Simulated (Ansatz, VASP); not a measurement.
Two plane-wave programs on Sc

```
Sc
1.0
     6.65837    0.00000    0.00000
    -3.32919    5.76632    0.00000
     0.00000    0.00000    5.18531
Sc
8
Cartesian
  0.0000 1.9221 1.2963
  -1.6646 4.8053 1.2963
  3.3292 1.9221 1.2963
  1.6646 4.8053 1.2963
  1.6646 0.9611 3.8890
  0.0000 3.8442 3.8890
  4.9938 0.9611 3.8890
  3.3292 3.8442 3.8890
```

Alike in both runs: task single point; functional r2SCAN; k mesh 6 × 6 × 6; occupations gaussian, width 0.1 eV; no spin polarisation.

|  | VASP | Ansatz |
| --- | --- | --- |
| version | VASP 6.6.1 | Ansatz 0.2.0 |
| potentials or method | VASP PAW PBE potentials, release 64 (Sc_sv), cutoff 520 eV | scalar-relativistic, plane waves, PAW |
| valence electrons in the cell | 88 | 88 |

VASP gave:

| Item | Value |
| --- | --- |
| gap on the k mesh at the Fermi level (eV) | none |
| pressure (GPa) | 0.2 |

Question: What did Ansatz give for the same quantities?

Answer: gap on the k mesh at the Fermi level (eV): none; pressure (GPa): 0.0.

VASP's potentials were made for PBE, not for r2SCAN. A gap of «none» marks a metal or a gap that the smearing closes. The functional is the same, so the differences come from potentials, cutoffs and numerics.
